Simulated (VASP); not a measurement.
# Sb (P6_3/mmc) in VASP: notebook, part 2 of 3

VASP 6.6.1.

**4. Electric field gradients, PBEsol (equal xx and yy strain of -1 %)**

Contents of INCAR:

```
ALGO = Normal
EDIFF = 1E-8
ENCUT = 520
GGA = PS
ISIF = 2
ISMEAR = -1
LASPH = True
LCHARG = False
LEFG = True
LREAL = False
LWAVE = False
NBANDS = 12
NELM = 60
PREC = Accurate
SIGMA = 0.05
```

Contents of KPOINTS:

```
k-points
0
Gamma
  12 12 7
```

Contents of POSCAR:

```
Sb
1.0
    3.3353101777      0.0000000000      0.0000000000
   -1.6676550889      2.8884633434      0.0000000000
    0.0000000000      0.0000000000      5.3300000000
Sb
2
Direct
    0.3333333333      0.6666666667      0.2500000000
    0.6666666667      0.3333333333      0.7500000000
```

Potentials or basis: VASP PAW PBE potentials, release 64 (Sb).

Launch:

```
cat potpaw_PBE.64/Sb/POTCAR > POTCAR
mpirun -np 1 vasp_std > vasp.out
```

OUTCAR:

```text
EDIFF = 1E-8
   ENCUT = 520
   GGA = PS
   ISIF = 2
   ISMEAR = -1
   LASPH = True
   LREAL = False
   NELM = 60
   PREC = Accurate

 ion  position               nearest neighbor table
   1  0.333  0.667  0.250-   2 3.29   2 3.29   2 3.29   2 3.29   2 3.29   2 3.29
   2  0.667  0.333  0.750-   1 3.29   1 3.29   1 3.29   1 3.29   1 3.29   1 3.29

  LATTYP: Found a hexagonal cell.
 ALAT       =     3.3353101777
 C/A-ratio  =     1.5980522698

  Lattice vectors:

 A1 = (   3.3353101777,   0.0000000000,   0.0000000000)
 A2 = (  -1.6676550889,   2.8884633434,   0.0000000000)
 A3 = (   0.0000000000,   0.0000000000,   5.3300000000)

Analysis of symmetry for initial positions (statically):
=====================================================================
 Subroutine PRICEL returns:
 Original cell was already a primitive cell.

 Routine SETGRP: Setting up the symmetry group for a
 hexagonal supercell.

 Subroutine GETGRP returns: Found 24 space group operations
 (whereof 12 operations were pure point group operations)
 out of a pool of 24 trial point group operations.

The static configuration has the point symmetry D_3d.
 The point group associated with its full space group is D_6h.

Analysis of symmetry for dynamics (positions and initial velocities):
=====================================================================
 Subroutine PRICEL returns:
 Original cell was already a primitive cell.

 Routine SETGRP: Setting up the symmetry group for a
 hexagonal supercell.

 Subroutine GETGRP returns: Found 24 space group operations
 (whereof 12 operations were pure point group operations)
 out of a pool of 24 trial point group operations.

The dynamic configuration has the point symmetry D_3d.
 The point group associated with its full space group is D_6h.

 Subroutine INISYM returns: Found 24 space group operations
 (whereof 12 operations are pure point group operations),
 and found     1 'primitive' translations

----------------------------------------------------------------------------------------

                                     Primitive cell

  volume of cell :      51.3488

  direct lattice vectors                    reciprocal lattice vectors
     3.335310178  0.000000000  0.000000000     0.299822189  0.173102422  0.000000000
    -1.667655089  2.888463343  0.000000000     0.000000000  0.346204844  0.000000000
     0.000000000  0.000000000  5.330000000     0.000000000  0.000000000  0.187617261

  length of vectors
     3.335310178  3.335310178  5.330000000     0.346204844  0.346204844  0.187617261

  position of ions in fractional coordinates (direct lattice)
     0.333333333  0.666666667  0.250000000
     0.666666667  0.333333333  0.750000000

  ion indices of the primitive-cell ions
   primitive index   ion index
                 1           1
                 2           2

----------------------------------------------------------------------------------------

 KPOINTS: k-points

Automatic generation of k-mesh.
 Grid dimensions read from file:
[... 78 lines left out ...]
   EMIN   =  10.00;   EMAX   =-10.00  energy-range for DOS
   EFERMI =   0.00;   METHOD = LEGACY
   ISMEAR =    -1;   SIGMA  =   0.05  broadening in eV -4-tet -1-fermi 0-gaus
   EFERMI_NEDOS =   21; number of points for ismear=-14 and -15
   IALGO  =     38    algorithm
   IMIX   =      4    mixing-type and parameters
     AMIX     =   0.40;   BMIX     =  1.00
     AMIX_MAG =   1.60;   BMIX_MAG =  1.00
  volume/ion in A,a.u.               =      25.67       173.26
  Fermi-wavevector in a.u.,A,eV,Ry     =   0.948924  1.793206 12.251456  0.900457
  Thomas-Fermi vector in A             =   2.077158
   LORBIT       =      0    0 simple, 1 ext, 2 COOP (PROOUT), +10 PAW based schemes
   GGA     = PS    functional components
   LHFCALC =     F    Hartree Fock is set to
   AEXX    =    0.0000 exact exchange contribution
   IVDW    =     0    specifies the selected vdW correction
   LEPSILON=     F    determine dielectric tensor
   LRPA    =     F    only Hartree local field effects (RPA)
 non-spin polarized calculation
  energy-cutoff  :      520.00
  volume of cell :       51.35
 maximum number of plane-waves:      1406
 NGX is ok and might be reduce to    28
   NGX = 13   NGY = 13   NGZ = 19

 number of electron      10.0000000 magnetization

 Free energy of the ion-electron system (eV)
  ---------------------------------------------------
  ext. energy  EPLUGINS =         0.00000000
  ---------------------------------------------------
  free energy    TOTEN  =        -8.67494330 eV

  energy without entropy =       -8.66317412  energy(sigma->0) =       -8.66905871

 E-fermi :   9.0362     XC(G=0): -10.5388

 val. band max:        9.0274313363   @ k =   0.4167   0.0833   0.4286
 cond. band min:       9.0549558449   @ k =   0.4167   0.0833   0.0000
 fundamental gap:      0.0275245086
 Fermi energy:         9.0362196831

 k-point     1 :       0.0000    0.0000    0.0000
  band No.  band energies     occupation
      1      -4.3121      2.00000
      2      -0.0603      2.00000
      3       2.9101      2.00000
      4      12.5544      0.00000
      5      12.5544      0.00000
      6      14.3581      0.00000
      7      14.3581      0.00000
      8      15.1125      0.00000
      9      16.6559      0.00000
     10      17.9196      0.00000
     11      19.0750      0.00000
     12      19.0750      0.00000
[... 331 lines left out ...]
 k-point    24 :       0.3333    0.0000    0.1429
  band No.  band energies     occupation
      1      -2.2360      2.00000
      2       0.9720      2.00000
      3       4.7396      2.00000
      4       6.0865      2.00000
      5       8.0269      2.00000
      6       9.8630      0.00000
      7      11.6087      0.00000
      8      13.0356      0.00000
      9      14.0151      0.00000
     10      16.3022      0.00000
     11      18.0056      0.00000
     12      18.9905      0.00000

 [... further k-points ...]
[... 5 lines left out ...]
  --------------------------------------------------------------------------------------
  -------------------------------------------------------------------------------------
  Total        0.5343199      0.5343199      0.1500460     -0.0000000      0.0000000      0.0000000
  in kB       16.6717676     16.6717676      4.6817127     -0.0000000      0.0000000      0.0000000
  external PRESSURE =      12.6750826 kB  Pullay stress =       0.0000000 kB

 VOLUME and BASIS-vectors are now :
 -----------------------------------------------------------------------------
  energy-cutoff  :      520.00
  volume of cell :       51.35
      direct lattice vectors                 reciprocal lattice vectors
     3.335310178  0.000000000  0.000000000     0.299822189  0.173102422  0.000000000
    -1.667655089  2.888463343  0.000000000     0.000000000  0.346204844  0.000000000
     0.000000000  0.000000000  5.330000000     0.000000000  0.000000000  0.187617261

 POSITION                                       TOTAL-FORCE (eV/Angst)
 -----------------------------------------------------------------------------------
     -0.00000      1.92564      1.33250        -0.000000      0.000000      0.000000
      1.66766      0.96282      3.99750         0.000000     -0.000000      0.000000
 -----------------------------------------------------------------------------------
    total drift:                               -0.000000      0.000000     -0.000000

  FREE ENERGIE OF THE ION-ELECTRON SYSTEM (eV)
  ---------------------------------------------------
  free  energy   TOTEN  =        -8.6749433016 eV

  energy  without entropy=       -8.6631741245  energy(sigma->0) =       -8.66905871

 Electric field gradients (V/A^2)
---------------------------------------------------------------------
 ion       V_xx      V_yy      V_zz      V_xy      V_xz      V_yz
---------------------------------------------------------------------
   1     -10.012   -10.012    20.024    -0.000     0.000    -0.000
   2     -10.012   -10.012    20.024    -0.000    -0.000     0.000
---------------------------------------------------------------------

 Electric field gradients after diagonalization (V/A^2)
 (convention: |V_zz| > |V_xx| > |V_yy|)
----------------------------------------------------------------------
 ion       V_xx      V_yy      V_zz     asymmetry (V_yy - V_xx)/ V_zz
----------------------------------------------------------------------
   1     -10.012   -10.012    20.024       0.000
   2     -10.012   -10.012    20.024       0.000
----------------------------------------------------------------------

           NMR quadrupolar parameters

 Cq : quadrupolar parameter    Cq=e*Q*V_zz/h
 eta: asymmetry parameters     (V_yy - V_xx)/ V_zz
 Q  : nuclear electric quadrupole moment in mb (millibarn)
----------------------------------------------------------------------
 ion       Cq(MHz)       eta       Q (mb)
----------------------------------------------------------------------
   1       0.048       0.000       1.000
   2       0.048       0.000       1.000
----------------------------------------------------------------------
```

OSZICAR:

```text
N       E                     dE             d eps       ncg     rms          rms(c)
DAV:   1     0.327343352715E+02    0.32734E+02   -0.36171E+03  1824   0.664E+02
DAV:   2    -0.699292464059E+01   -0.39727E+02   -0.38381E+02  2360   0.108E+02
DAV:   3    -0.867451268475E+01   -0.16816E+01   -0.16456E+01  2324   0.247E+01
DAV:   4    -0.868810812825E+01   -0.13595E-01   -0.13592E-01  2060   0.265E+00
DAV:   5    -0.868824832609E+01   -0.14020E-03   -0.14020E-03  2164   0.302E-01    0.254E+00
DAV:   6    -0.867970230712E+01    0.85460E-02   -0.32348E-03  2036   0.271E-01    0.145E+00
DAV:   7    -0.867495532095E+01    0.47470E-02   -0.62901E-03  1936   0.378E-01    0.348E-02
DAV:   8    -0.867494419583E+01    0.11125E-04   -0.80341E-05  2208   0.651E-02    0.147E-02
DAV:   9    -0.867494414678E+01    0.49049E-07   -0.15019E-06  2056   0.938E-03    0.349E-03
DAV:  10    -0.867494365613E+01    0.49065E-06   -0.22752E-07  2060   0.257E-03    0.278E-03
DAV:  11    -0.867494329933E+01    0.35680E-06   -0.59360E-09  1600   0.556E-04    0.240E-04
DAV:  12    -0.867494330155E+01   -0.22235E-08   -0.89631E-10  1092   0.218E-04
   1 F= -.86749433E+01 E0= -.86690587E+01  d E =-.117692E-01
```

Wall time 47 s (1 thread of AMD EPYC 7R13, shared host); peak memory 0.17 GiB.

Results:

```yaml
Free_energy: -8.6749 eV
Pressure: 1.3 GPa
Band_gap_on_the_k_mesh: zero (bands 5 and 6 overlap by 7.28 eV)
Largest_electric_field_gradient_by_atom: Sb +20.0 V/Å²
```

Stress tensor (GPa, compression positive):
```
1.67 0.00 0.00
0.00 1.67 0.00
0.00 0.00 0.47
```

Electric field gradients, principal values (V/Å²):
| atom | least | middle | greatest (by size) |
| --- | --- | --- | --- |
| 1 Sb | -10.012 | -10.012 | 20.024 |
| 2 Sb | -10.012 | -10.012 | 20.024 |

Caveat: the cell differs from its parent crystal (equal xx and yy strain of -1 %); without QUAD_EFG the Cq values of the log hold for a quadrupole moment of 1 mb, not for the nuclei; the PAW data sets were made with another functional, which shifts forces and pressure a little; spin-orbit coupling is left out, which moves the levels of the heavy elements.

**5. Electric field gradients, PBEsol (zz strain of +2 %)**

Contents of INCAR:

```
PREC = Accurate ; ENCUT = 520
EDIFF = 1E-8 ; ISMEAR = -1
SIGMA = 0.05 ; LREAL = F
LASPH = T ; NELM = 100
ALGO = Normal ; ISIF = 2
LWAVE = F ; LCHARG = F
GGA = PS ; LEFG = T
NBANDS = 12
```

Contents of KPOINTS:

```
regular mesh
0
Gamma
  12 12 7
```

Contents of POSCAR:

```
Sb
1.0
    3.3690001795      0.0000000000      0.0000000000
   -1.6845000898      2.9176397408      0.0000000000
    0.0000000000      0.0000000000      5.4366000000
Sb
2
Direct
    0.3333333333      0.6666666667      0.2500000000
    0.6666666667      0.3333333333      0.7500000000
```

Potentials or basis: VASP PAW PBE potentials, release 64 (Sb).

Launch:

```
cat potpaw_PBE.64/Sb/POTCAR > POTCAR
mpirun -np 1 vasp_std > vasp.out
```

OUTCAR:

```text
PREC = Accurate
   ENCUT = 520
   EDIFF = 1E-8
   ISMEAR = -1
   LREAL = F
   LASPH = T
   NELM = 100
   ISIF = 2
   GGA = PS

 ion  position               nearest neighbor table
   1  0.333  0.667  0.250-   2 3.34   2 3.34   2 3.34   2 3.34   2 3.34   2 3.34
   2  0.667  0.333  0.750-   1 3.34   1 3.34   1 3.34   1 3.34   1 3.34   1 3.34

  LATTYP: Found a hexagonal cell.
 ALAT       =     3.3690001795
 C/A-ratio  =     1.6137131821

  Lattice vectors:

 A1 = (   3.3690001795,   0.0000000000,   0.0000000000)
 A2 = (  -1.6845000898,   2.9176397408,   0.0000000000)
 A3 = (   0.0000000000,   0.0000000000,   5.4366000000)

Analysis of symmetry for initial positions (statically):
=====================================================================
 Subroutine PRICEL returns:
 Original cell was already a primitive cell.

 Routine SETGRP: Setting up the symmetry group for a
[... 553 lines left out ...]
  energy-cutoff  :      520.00
  volume of cell :       53.44
      direct lattice vectors                 reciprocal lattice vectors
     3.369000179  0.000000000  0.000000000     0.296823968  0.171371398  0.000000000
    -1.684500090  2.917639741  0.000000000     0.000000000  0.342742795  0.000000000
     0.000000000  0.000000000  5.436600000     0.000000000  0.000000000  0.183938491

 POSITION                                       TOTAL-FORCE (eV/Angst)
 -----------------------------------------------------------------------------------
     -0.00000      1.94509      1.35915        -0.000000      0.000000      0.000000
      1.68450      0.97255      4.07745         0.000000     -0.000000      0.000000
 -----------------------------------------------------------------------------------
    total drift:                               -0.000000      0.000000     -0.000000

  FREE ENERGIE OF THE ION-ELECTRON SYSTEM (eV)
  ---------------------------------------------------
  free  energy   TOTEN  =        -8.6707912223 eV

  energy  without entropy=       -8.6587591176  energy(sigma->0) =       -8.66477517

 Electric field gradients (V/A^2)
---------------------------------------------------------------------
 ion       V_xx      V_yy      V_zz      V_xy      V_xz      V_yz
---------------------------------------------------------------------
   1     -10.617   -10.617    21.234     0.000     0.000    -0.000
   2     -10.617   -10.617    21.234     0.000    -0.000     0.000
---------------------------------------------------------------------

 Electric field gradients after diagonalization (V/A^2)
 (convention: |V_zz| > |V_xx| > |V_yy|)
----------------------------------------------------------------------
 ion       V_xx      V_yy      V_zz     asymmetry (V_yy - V_xx)/ V_zz
----------------------------------------------------------------------
   1     -10.617   -10.617    21.234       0.000
   2     -10.617   -10.617    21.234       0.000
----------------------------------------------------------------------

           NMR quadrupolar parameters

 Cq : quadrupolar parameter    Cq=e*Q*V_zz/h
 eta: asymmetry parameters     (V_yy - V_xx)/ V_zz
 Q  : nuclear electric quadrupole moment in mb (millibarn)
----------------------------------------------------------------------
 ion       Cq(MHz)       eta       Q (mb)
----------------------------------------------------------------------
   1       0.051       0.000       1.000
   2       0.051       0.000       1.000
----------------------------------------------------------------------
```

Run time: 52 s. Hardware: 1 thread of AMD EPYC 7R13, shared host; peak memory 0.17 GiB.

Results:

```
Free energy                             : -8.6708 eV
Pressure                                : -1.5 GPa
Band gap on the k mesh                  : zero (bands 5 and 6 overlap by 7.01 eV)
Largest electric field gradient by atom : Sb +21.2 V/Å²
```

Levels at points of the mesh, in eV from the Fermi level:
| k point | band 1 | band 2 | band 3 | band 4 | band 5 | band 6 | band 7 | band 8 | band 9 | band 10 |
| --- | --- | --- | --- | --- | --- | --- | --- | --- | --- | --- |
| (0.00, 0.00, 0.00) | -13.02 | -9.10 | -5.88 | 3.46 | 3.46 | 5.13 | 5.13 | 5.61 | 7.56 | 8.89 |
| (0.50, 0.00, 0.00) | -9.47 | -8.14 | -4.32 | -3.02 | -2.33 | -0.18 | 0.26 | 3.66 | 4.34 | 7.45 |

Electric field gradients, principal values (V/Å²):
| atom | least | middle | greatest (by size) |
| --- | --- | --- | --- |
| 1 Sb | -10.617 | -10.617 | 21.234 |
| 2 Sb | -10.617 | -10.617 | 21.234 |

Caveat: the cell differs from its parent crystal (zz strain of +2 %); without QUAD_EFG the Cq values of the log hold for a quadrupole moment of 1 mb, not for the nuclei; the PAW data sets were made with another functional, which shifts forces and pressure a little; spin-orbit coupling is left out, which moves the levels of the heavy elements.

[end of part 2 of 3]
